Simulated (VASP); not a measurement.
Set up this calculation in VASP 6.6.1, as the native input.

- Task: single point
- Functional: PBE
- Potentials or basis: VASP PAW PBE potentials, release 64 (K_sv)
- Cutoff: 520 eV
- k mesh: 10 × 10 × 10
- Occupations: fermi-dirac, width 0.05 eV
- Spin: no spin polarisation
- Dipole correction: no
- Further INCAR settings: ALGO = Normal; EDIFF = 1e-06; NBANDS = 10

The structure of K lies in POSCAR:

```
K
1.0
    3.9138079996      0.0000000000      0.0000000000
    0.0000000000      3.9138079996      0.0000000000
    0.0000000000      0.0000000000      3.9138079996
K
1
Direct
    0.0000000000      0.0000000000      0.0000000000
```

The input as run:

INCAR

```
SYSTEM = K
  PREC = Accurate
  ENCUT = 520
  EDIFF = 1E-6
  ISMEAR = -1
  SIGMA = 0.05
  LREAL = .FALSE.
  LASPH = .TRUE.
  NELM = 100
  ALGO = Normal
  ISIF = 2
  LWAVE = .FALSE.
  LCHARG = .FALSE.
  GGA = PE
  NBANDS = 10
```

KPOINTS

```
regular mesh
0
G
  10 10 10
  0 0 0
```

Potentials or basis: VASP PAW PBE potentials, release 64 (K_sv).

The run is started by

```console
$ cat potpaw_PBE.64/K_sv/POTCAR > POTCAR
$ mpirun -np 1 vasp_std > vasp.out
```

Results of the run:

| Quantity | Value |
| --- | --- |
| Pressure | 1.3 GPa |

Run time: 16 s on 1 thread of Intel(R) Xeon(R) Platinum 8488C (Sapphire Rapids), on a shared host, peak memory 0.18 GiB.
